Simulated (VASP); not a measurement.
# LaB6 (db) (Pm-3m) in VASP: vibrations by perturbation theory with PBE

Aim: the vibrations by perturbation theory of LaB6 (db) with PBE.

Program: VASP 6.6.1. These are calculated values, not measurements. Logs are shortened: lines on timing, memory, paths and dates and some standing lists are left out, and cuts for length are marked.

## (1) The cell of the first run

It takes space group Pm-3m (No. 221, cubic). The conventional cell has a = 4.157 Å, b = 4.157 Å, c = 4.157 Å, α = 90.00°, β = 90.00°, γ = 90.00°. La (site symmetry m-3m) has 24 B at 3.05 Å within 4.0 Å. Within 2.2 Å of B (site symmetry 4mm) lie 5 B at 1.66 to 1.76 Å.

## (2) Vibrations by perturbation theory, PBE

Input file INCAR:

```
PREC = Accurate
ENCUT = 520
EDIFF = 1E-8
ISMEAR = -1
SIGMA = 0.15
LREAL = False
LASPH = True
NELM = 100
ALGO = Normal
ISIF = 2
LWAVE = False
LCHARG = False
GGA = PE
IBRION = 8
NSW = 1
```

Input file KPOINTS:

```
regular mesh
0
Gamma
  8 8 8
```

Input file POSCAR:

```
LaB6
1.0
    4.1570000000      0.0000000000      0.0000000000
    0.0000000000      4.1570000000      0.0000000000
    0.0000000000      0.0000000000      4.1570000000
La B
1 6
Direct
    0.0000000000      0.0000000000      0.0000000000
    0.1998504520      0.5000000000      0.5000000000
    0.5000000000      0.1998504520      0.5000000000
    0.8001495480      0.5000000000      0.5000000000
    0.5000000000      0.8001495480      0.5000000000
    0.5000000000      0.5000000000      0.1998504520
    0.5000000000      0.5000000000      0.8001495480
```

Potentials or basis: VASP PAW PBE potentials, release 64 (La, B).

On the command line:

```
$ cat potpaw_PBE.64/La/POTCAR potpaw_PBE.64/B/POTCAR > POTCAR
$ mpirun -np 1 vasp_std > vasp.out
```

OUTCAR:

```text
PREC = Accurate
   ENCUT = 520
   EDIFF = 1E-8
   ISMEAR = -1
   LREAL = False
   LASPH = True
   NELM = 100
   ISIF = 2
   GGA = PE
   IBRION = 8
   NSW = 1

 ion  position               nearest neighbor table
   1  0.000  0.000  0.000-
   2  0.200  0.500  0.500-   4 1.66   3 1.76   5 1.76   6 1.76   7 1.76
   3  0.500  0.200  0.500-   5 1.66   4 1.76   2 1.76   6 1.76   7 1.76
   4  0.800  0.500  0.500-   2 1.66   3 1.76   5 1.76   6 1.76   7 1.76
   5  0.500  0.800  0.500-   3 1.66   2 1.76   4 1.76   6 1.76   7 1.76
   6  0.500  0.500  0.200-   7 1.66   3 1.76   4 1.76   5 1.76   2 1.76
   7  0.500  0.500  0.800-   6 1.66   3 1.76   4 1.76   5 1.76   2 1.76

  LATTYP: Found a simple cubic cell.
 ALAT       =     4.1570000000

  Lattice vectors:

 A1 = (   4.1570000000,   0.0000000000,   0.0000000000)
 A2 = (   0.0000000000,   4.1570000000,   0.0000000000)
 A3 = (   0.0000000000,   0.0000000000,   4.1570000000)

Analysis of symmetry for initial positions (statically):
=====================================================================
 Subroutine PRICEL returns:
 Original cell was already a primitive cell.

 Routine SETGRP: Setting up the symmetry group for a
 simple cubic supercell.

 Subroutine GETGRP returns: Found 48 space group operations
 (whereof 48 operations were pure point group operations)
 out of a pool of 48 trial point group operations.

The static configuration has the point symmetry O_h .

Analysis of symmetry for dynamics (positions and initial velocities):
=====================================================================
 Subroutine PRICEL returns:
 Original cell was already a primitive cell.

 Routine SETGRP: Setting up the symmetry group for a
 simple cubic supercell.

 Subroutine GETGRP returns: Found 48 space group operations
 (whereof 48 operations were pure point group operations)
 out of a pool of 48 trial point group operations.

The dynamic configuration has the point symmetry O_h .

 Subroutine INISYM returns: Found 48 space group operations
 (whereof 48 operations are pure point group operations),
 and found     1 'primitive' translations

----------------------------------------------------------------------------------------

                                     Primitive cell

  volume of cell :      71.8357

  direct lattice vectors                    reciprocal lattice vectors
     4.157000000  0.000000000  0.000000000     0.240558095  0.000000000  0.000000000
     0.000000000  4.157000000  0.000000000     0.000000000  0.240558095  0.000000000
     0.000000000  0.000000000  4.157000000     0.000000000  0.000000000  0.240558095

  length of vectors
     4.157000000  4.157000000  4.157000000     0.240558095  0.240558095  0.240558095
[... 670 lines left out ...]
     0.000000000  4.157000000  0.000000000     0.000000000  0.240558095  0.000000000
     0.000000000  0.000000000  4.157000000     0.000000000  0.000000000  0.240558095

 POSITION                                       TOTAL-FORCE (eV/Angst)
 -----------------------------------------------------------------------------------
      0.00000      0.00000      0.00000        -0.000000     -0.000000      0.000000
      0.83078      2.07850      2.07850        -0.013974      0.000000     -0.000000
      2.07850      0.83078      2.07850        -0.000000     -0.013974     -0.000000
      3.32622      2.07850      2.07850         0.013974     -0.000000      0.000000
      2.07850      3.32622      2.07850         0.000000      0.013974      0.000000
      2.07850      2.07850      0.83078         0.000000      0.000000     -0.013974
      2.07850      2.07850      3.32622        -0.000000     -0.000000      0.013974
 -----------------------------------------------------------------------------------
    total drift:                                0.000000     -0.000000      0.000000

  FREE ENERGIE OF THE ION-ELECTRON SYSTEM (eV)
  ---------------------------------------------------
  free  energy   TOTEN  =       -49.0827505569 eV

  energy  without entropy=      -49.0198570157  energy(sigma->0) =      -49.05130379

[... ionic steps 2 to 3 ...]

--------------------------------------- Ionic step        4  -------------------------------------------

------------------------ aborting loop because EDIFF is reached ----------------------------------------

[... ionic steps 5 to 6 ...]

--------------------------------------- Ionic step        7  -------------------------------------------

------------------------ aborting loop because EDIFF is reached ----------------------------------------

--------------------------------------- Ionic step        8  -------------------------------------------

 Free energy of the ion-electron system (eV)
  ---------------------------------------------------
  ---------------------------------------------------
  free energy    TOTEN  =        -0.04568729 eV

  energy without entropy =       -0.04568729

------------------------ aborting loop because EDIFF is reached ----------------------------------------

 INTERNAL STRAIN TENSOR  FOR ION    2  DIRECTION 2   (eV/Angst):
 -----------------------------------------------------------------------------
    -0.00495  9.36012  0.00000
     9.30626  0.00654  0.00000
     0.00000  0.00000 -0.00046

 INTERNAL STRAIN TENSOR FOR ION    7 for displacements in x,y,z  (eV/Angst):
          X           Y           Z          XY          YZ          ZX
  --------------------------------------------------------------------------------
  x     0.00000     0.00000     0.00000     0.00000     0.00000    -9.30626
  y    -0.00000     0.00000     0.00000     0.00000    -9.36012     0.00000
  z    -2.75059    -2.75059    -5.59037     0.00000     0.00000     0.00000

 SECOND DERIVATIVES (NOT SYMMETRIZED)
 ------------------------------------
               1X          1Y          1Z          2X          2Y          2Z          3X          3Y          3Z          4X          4Y          4Z          5X          5Y          5Z          6X          6Y          6Z          7X          7Y          7Z
  1X    -5.045363    0.000000    0.000000    0.199488    0.000000    0.000000    1.161597    0.000000    0.000000    0.199488    0.000000    0.000000    1.161597    0.000000    0.000000    1.161597    0.000000    0.000000    1.161597    0.000000    0.000000
  1Y     0.000000   -5.045363   -0.000000    0.000000    1.161597    0.000000    0.000000    0.199488   -0.000000    0.000000    1.161597    0.000000    0.000000    0.199488   -0.000000    0.000000    1.161597    0.000000    0.000000    1.161597    0.000000
  1Z     0.000000    0.000000   -5.045363    0.000000    0.000000    1.161597    0.000000    0.000000    1.161597    0.000000    0.000000    1.161597    0.000000    0.000000    1.161597   -0.000000   -0.000000    0.199488   -0.000000   -0.000000    0.199488
  2X     0.242698    0.000000    0.000000  -36.044690   -0.000000   -0.000000    4.622862   -2.298141   -0.000000   17.310544    0.000000   -0.000000    4.622862    2.298141    0.000000    4.622862   -0.000000   -2.298141    4.622862    0.000000    2.298141
  2Y    -0.000000    1.202698    0.000000    0.000000  -13.077332    0.000000   -1.492109    4.620287    0.000000    0.000000    2.787109    0.000000    1.492109    4.620287    0.000000   -0.000000   -0.076525    0.000000   -0.000000   -0.076525    0.000000
  2Z     0.000000    0.000000    1.202698   -0.000000    0.000000  -13.077332    0.000000    0.000000   -0.076525   -0.000000    0.000000    2.787109    0.000000    0.000000   -0.076525   -1.492109    0.000000    4.620287    1.492109    0.000000    4.620287
  3X     1.202698    0.000000    0.000000    4.620287   -1.492109    0.000000  -13.077332   -0.000000    0.000000    4.620287    1.492109    0.000000    2.787109   -0.000000    0.000000   -0.076525    0.000000    0.000000   -0.076525    0.000000    0.000000
  3Y     0.000000    0.242698    0.000000   -2.298141    4.622862    0.000000   -0.000000  -36.044690   -0.000000    2.298141    4.622862   -0.000000    0.000000   17.310544   -0.000000   -0.000000    4.622862   -2.298141    0.000000    4.622862    2.298141
  3Z     0.000000   -0.000000    1.202698    0.000000   -0.000000   -0.076525    0.000000    0.000000  -13.077332    0.000000   -0.000000   -0.076525    0.000000    0.000000    2.787109    0.000000   -1.492109    4.620287    0.000000    1.492109    4.620287
  4X     0.242698    0.000000    0.000000   17.310544    0.000000   -0.000000    4.622862    2.298141    0.000000  -36.044690   -0.000000   -0.000000    4.622862   -2.298141   -0.000000    4.622862    0.000000    2.298141    4.622862   -0.000000   -2.298141
  4Y    -0.000000    1.202698    0.000000    0.000000    2.787109    0.000000    1.492109    4.620287    0.000000    0.000000  -13.077332    0.000000   -1.492109    4.620287    0.000000   -0.000000   -0.076525    0.000000   -0.000000   -0.076525    0.000000
  4Z     0.000000    0.000000    1.202698   -0.000000    0.000000    2.787109    0.000000    0.000000   -0.076525   -0.000000    0.000000  -13.077332    0.000000    0.000000   -0.076525    1.492109    0.000000    4.620287   -1.492109    0.000000    4.620287
  5X     1.202698    0.000000    0.000000    4.620287    1.492109    0.000000    2.787109   -0.000000    0.000000    4.620287   -1.492109    0.000000  -13.077332   -0.000000    0.000000   -0.076525    0.000000    0.000000   -0.076525    0.000000    0.000000
  5Y     0.000000    0.242698    0.000000    2.298141    4.622862   -0.000000    0.000000   17.310544   -0.000000   -2.298141    4.622862    0.000000   -0.000000  -36.044690   -0.000000    0.000000    4.622862    2.298141   -0.000000    4.622862   -2.298141
  5Z     0.000000   -0.000000    1.202698    0.000000   -0.000000   -0.076525    0.000000    0.000000    2.787109    0.000000   -0.000000   -0.076525    0.000000    0.000000  -13.077332    0.000000    1.492109    4.620287    0.000000   -1.492109    4.620287
  6X     1.202698    0.000000    0.000000    4.620287    0.000000   -1.492109   -0.076525    0.000000    0.000000    4.620287    0.000000    1.492109   -0.076525    0.000000    0.000000  -13.077332    0.000000    0.000000    2.787109    0.000000   -0.000000
  6Y     0.000000    1.202698    0.000000    0.000000   -0.076525    0.000000    0.000000    4.620287   -1.492109    0.000000   -0.076525    0.000000    0.000000    4.620287    1.492109    0.000000  -13.077332    0.000000    0.000000    2.787109   -0.000000
  6Z    -0.000000   -0.000000    0.242698   -2.298141    0.000000    4.622862    0.000000   -2.298141    4.622862    2.298141    0.000000    4.622862   -0.000000    2.298141    4.622862   -0.000000   -0.000000  -36.044690   -0.000000    0.000000   17.310544
  7X     1.202698    0.000000    0.000000    4.620287    0.000000    1.492109   -0.076525    0.000000    0.000000    4.620287    0.000000   -1.492109   -0.076525    0.000000    0.000000    2.787109    0.000000   -0.000000  -13.077332    0.000000    0.000000
  7Y     0.000000    1.202698    0.000000    0.000000   -0.076525    0.000000    0.000000    4.620287    1.492109    0.000000   -0.076525    0.000000    0.000000    4.620287   -1.492109    0.000000    2.787109   -0.000000    0.000000  -13.077332    0.000000
  7Z    -0.000000   -0.000000    0.242698    2.298141    0.000000    4.622862   -0.000000    2.298141    4.622862   -2.298141    0.000000    4.622862    0.000000   -2.298141    4.622862   -0.000000    0.000000   17.310544   -0.000000   -0.000000  -36.044690

 Eigenvectors and eigenvalues of the dynamical matrix
 ----------------------------------------------------

   1 f  =   37.603114 THz   236.267331 2PiTHz 1254.304855 cm-1   155.513912 meV
             X         Y         Z           dx          dy          dz
      0.000000  0.000000  0.000000    -0.000000    0.000000   -0.000000
      0.830778  2.078500  2.078500    -0.408248    0.000000   -0.000000
      2.078500  0.830778  2.078500     0.000000   -0.408248   -0.000000
      3.326222  2.078500  2.078500     0.408248   -0.000000   -0.000000
      2.078500  3.326222  2.078500    -0.000000    0.408248   -0.000000
      2.078500  2.078500  0.830778     0.000000    0.000000   -0.408248
      2.078500  2.078500  3.326222    -0.000000   -0.000000    0.408248
[... 191 lines left out ...]
  21 f/i=    0.060609 THz     0.380818 2PiTHz    2.021703 cm-1     0.250659 meV
             X         Y         Z           dx          dy          dz
      0.000000  0.000000  0.000000     0.008057   -0.831920    0.003702
      0.830778  2.078500  2.078500     0.002192   -0.226580    0.001008
      2.078500  0.830778  2.078500     0.002194   -0.226320    0.001008
      3.326222  2.078500  2.078500     0.002192   -0.226580    0.001008
      2.078500  3.326222  2.078500     0.002194   -0.226320    0.001008
      2.078500  2.078500  0.830778     0.002194   -0.226580    0.001007
      2.078500  2.078500  3.326222     0.002194   -0.226580    0.001007

--------------------------------------------------------------------------------------------------------

 ELASTIC MODULI CONTR FROM IONIC RELAXATION (kBar)
 Direction    XX          YY          ZZ          XY          YZ          ZX
 --------------------------------------------------------------------------------
 XX         -34.1634    -26.7858    -26.7858      0.0000     -0.0000     -0.0000
 YY         -26.7858    -34.1634    -26.7858     -0.0000      0.0000     -0.0000
 ZZ         -26.7858    -26.7858    -34.1634     -0.0000      0.0000     -0.0000
 XY           0.0000     -0.0000     -0.0000   -412.3023      0.0000      0.0000
 YZ          -0.0000      0.0000      0.0000      0.0000   -412.3023     -0.0000
 ZX          -0.0000     -0.0000     -0.0000      0.0000     -0.0000   -412.3023
 --------------------------------------------------------------------------------
```

Run time: 14 min. Hardware: 1 thread of AMD EPYC 7R43 (Zen 3), shared host; peak memory 0.61 GiB.

What came out:

```
Highest phonon frequency at Γ, LO-TO splitting left out : 1254 cm⁻¹
```

Phonon frequencies in cm⁻¹ (negative: imaginary):
```csv
q point,frequencies
"(0.000, 0.000, 0.000)",-2 -2 -2 178 178 178 505 505 505 569 569 569 689 689 689 844 844 844 1107 1107 1254
```

Caveat: spin-orbit coupling is left out, which moves the levels of the heavy elements.
